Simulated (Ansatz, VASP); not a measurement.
**SiO2 in VASP and in Ansatz**

```
Si O
1.0
     5.06907    0.00000    0.00000
    -2.53454    4.38995    0.00000
     0.00000    0.00000    8.55849
Si O
4 8
Direct
  0.66667 0.33333 0.93713
  0.66667 0.33333 0.56287
  0.33333 0.66667 0.06287
  0.33333 0.66667 0.43713
  0.00000 0.42126 0.00000
  0.42126 0.42126 0.50000
  0.57874 0.00000 0.50000
  0.57874 0.57874 0.00000
  0.00000 0.57874 0.50000
  0.66667 0.33333 0.75000
  0.33333 0.66667 0.25000
  0.42126 0.00000 0.00000
```

Alike in both runs: task electric field gradients; functional r2SCAN; k mesh 6 × 6 × 3; occupations fermi-dirac, width 0.02 eV; no spin polarisation.

|  | VASP | Ansatz |
| --- | --- | --- |
| version | VASP 6.6.1 | Ansatz 0.2.0 |
| potentials or method | VASP PAW PBE potentials, release 64 (Si, O) | plane-wave PAW, scalar-relativistic |
| plane-wave cutoff (eV) | 520 | 500 |
| valence electrons in the cell | 64 | 64 |

|  | VASP | Ansatz | Ansatz less VASP |
| --- | --- | --- | --- |
| gap on the k mesh at the Fermi level (eV) | 6.20 | 6.21 | +0.006 |
| pressure (GPa) | 0.2 | -0.2 | -0.37 |
| traceless stress, the component that is largest in VASP (GPa) | 0.05 | 0.06 | +0.017 |
| rms of the force components (eV/Å) | 0.012 | 0.010 | -0.0026 |
| size of Vzz on the site where it differs most (V/Å²) | 94.9 | 104.9 | +10.03 |

VASP's potentials were made for PBE, not for r2SCAN. Atom by atom the forces differ by 0.007 eV/Å (rms over components).
